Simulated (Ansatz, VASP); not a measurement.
**One calculation of CuO, two programs**

```
CELL_PARAMETERS angstrom
4.17442 0.00000 0.33057
0.00000 4.15212 0.00000
-0.41249 0.00000 5.20160
ATOMIC_POSITIONS crystal
Cu 0.25000 0.25000 0.00000
Cu 0.25000 0.75000 0.50000
Cu 0.75000 0.75000 0.00000
Cu 0.75000 0.25000 0.50000
O 0.50000 0.99996 0.25000
O 0.50000 0.00004 0.75000
O 0.00000 0.49996 0.25000
O 0.00000 0.50004 0.75000
```

Alike in both runs: task single point; functional PBE; k mesh 4 × 4 × 3; occupations gaussian, width 0.05 eV; collinear spin; Hubbard terms Cu d U = 4.0 eV.

|  | VASP | Ansatz |
| --- | --- | --- |
| version | VASP 6.6.1 | Ansatz 0.2.0 |
| potentials or method | VASP PAW PBE potentials, release 64 (Cu, O), cutoff 520 eV | scalar-relativistic, plane waves, PAW |
| valence electrons in the cell | 68 | 100 |

|  | VASP | Ansatz | Ansatz less VASP |
| --- | --- | --- | --- |
| gap on the k mesh at the Fermi level (eV) | none | none | - |
| pressure (GPa) | -2.7 | 0.0 | +2.64 |
| net moment per atom (μB) | 0.49 | 0.46 | -0.026 |
| size of the moment on the site where the two differ most (μB) | 0.63 | 0.58 | -0.053 |

Site moments also hang on the region over which each program counts them. The programs project onto different local orbitals, so the same U acts differently, and such runs can settle in different states. A gap of «none» marks a metal or a gap that the smearing closes. VASP's potentials hold 68 valence electrons a cell and Ansatz's 100, so a difference there can come from the potentials and not from the codes. Ansatz's warnings: filled band counts differ across k points.

The k mesh is coarse, so the values compare programs but aren't converged.
